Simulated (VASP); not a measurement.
SiC, 4 atoms in the cell. It takes space group P6_3mc (No. 186, hexagonal). Conventional cell: a = 3.076 Å, b = 3.076 Å, c = 5.048 Å, α = 90.00°, β = 90.00°, γ = 120.00°. Si (site symmetry 3m) has 4 C at 1.87 to 1.94 Å within 2.5 Å. Within 2.5 Å of C (site symmetry 3m) lie 4 Si at 1.87 to 1.94 Å. 

```yaml
Program: VASP 6.6.1
Task: single point
Functional: PBEsol-based screened hybrid with 25 % exact exchange
Potentials_or_basis: VASP PAW PBE potentials, release 64 (Si, C)
Cutoff: 520 eV
k_mesh: 5 × 5 × 3
Occupations: fermi-dirac, width 0.05 eV
Spin: no spin polarisation
Dipole_correction: no
Grid_for_exact_exchange_PRECFOCK: Normal
Share_of_exact_exchange: 0.25
Further_INCAR_settings: ALGO = Normal; EDIFF = 1e-06; NBANDS = 16
Screening_parameter: 0.207 1/Å
```

Potentials or basis: VASP PAW PBE potentials, release 64 (Si, C).

The run is started by

```console
$ cat potpaw_PBE.64/Si/POTCAR potpaw_PBE.64/C/POTCAR > POTCAR
$ cp INCAR.step1 INCAR
$ mpirun -np 1 vasp_std > vasp.out
$ cp INCAR.step2 INCAR
$ mpirun -np 1 vasp_std > vasp.out
```

Hardware: 1 thread of Intel(R) Xeon(R) Platinum 8259CL CPU @ 2.50GHz (Skylake/Cascade Lake), with other jobs on the host.

Problem. How long does it take, and how much memory?

Solution. It took 6.2 min on 1 thread of Intel(R) Xeon(R) Platinum 8259CL CPU @ 2.50GHz (Skylake/Cascade Lake), with other jobs on the host, peak memory 0.25 GiB. Counts: k points 10.
